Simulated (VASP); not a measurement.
A run of VASP 6.6.1 is set up as follows.

The input INCAR:

```
SYSTEM = CdF2
PREC = Accurate
ENCUT = 520
EDIFF = 1E-6
ISMEAR = 0
SIGMA = 0.05
LREAL = .FALSE.
LASPH = .TRUE.
NELM = 80
ALGO = Normal
ISIF = 2
LWAVE = .FALSE.
LCHARG = .FALSE.
GGA = PE
NBANDS = 20
```

Contents of KPOINTS:

```
regular mesh
0
G
  12 12 12
  0 0 0
```

POSCAR

```
CdF2
1.0
    0.0000000000      2.7285422344      2.7285422344
    2.7285422344      0.0000000000      2.7285422344
    2.7285422344      2.7285422344      0.0000000000
Cd F
1 2
Direct
    0.0000000000      0.0000000000      0.0000000000
    0.2500000000      0.2500000000      0.2500000000
    0.7500000000      0.7500000000      0.7500000000
```

Potentials or basis: VASP PAW PBE potentials, release 64 (Cd, F).

Run with:

```sh
$ cat potpaw_PBE.64/Cd/POTCAR potpaw_PBE.64/F/POTCAR > POTCAR
$ mpirun -np 1 vasp_std > vasp.out
```

(1) Estimate the pressure.

(2) What does it give for the band gap on the k mesh?

## Answers

(1) 1.9 GPa.

(2) 2.93 eV, indirect (least direct gap 3.48 eV).
